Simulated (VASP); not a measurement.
A run of VASP 6.6.1 is set up as follows.

File POSCAR:

```
Ti
1.0
    0.0000000000      2.0300000000      2.0300000000
    2.0300000000      0.0000000000      2.0300000000
    2.0300000000      2.0300000000      0.0000000000
Ti
1
Direct
    0.0000000000      0.0000000000      0.0000000000
```

File INCAR.step1:

```
ALGO = Normal
EDIFF = 1E-5
ENCUT = 520
GGA = PE
ISIF = 2
ISMEAR = -1
LASPH = T
LCHARG = F
LREAL = F
LWAVE = T
NBANDS = 12
NELM = 60
PREC = Accurate
SIGMA = 0.05
```

Contents of INCAR.step2:

```
AEXX = 0.1
ALGO = Normal
EDIFF = 1E-6
ENCUT = 520
ISIF = 2
ISMEAR = -1
ISTART = 1
LASPH = T
LCHARG = F
LHFCALC = T
LMIXTAU = T
LREAL = F
LWAVE = F
METAGGA = R2SCAN
NBANDS = 12
NELM = 60
PREC = Accurate
PRECFOCK = Normal
SIGMA = 0.05
```

KPOINTS

```
k-points
0
Gamma
  6 6 6
```

Potentials or basis: VASP PAW PBE potentials, release 64 (Ti_sv).

Launch:

```console
$ cat potpaw_PBE.64/Ti_sv/POTCAR > POTCAR
$ cp INCAR.step1 INCAR
$ mpirun -np 1 vasp_std > vasp.out
$ cp INCAR.step2 INCAR
$ mpirun -np 1 vasp_std > vasp.out
```

Q: Predict the band gap on the k mesh.

A: Zero (bands 6 and 7 overlap by 1.54 eV).

Q: Estimate the pressure.

A: 5.0 GPa.

Caveat: the k points lie up to 0.45 Å⁻¹ apart, too coarse for converged energies and pressures of a metal; the PAW data sets were made with another functional, which shifts forces and pressure a little.
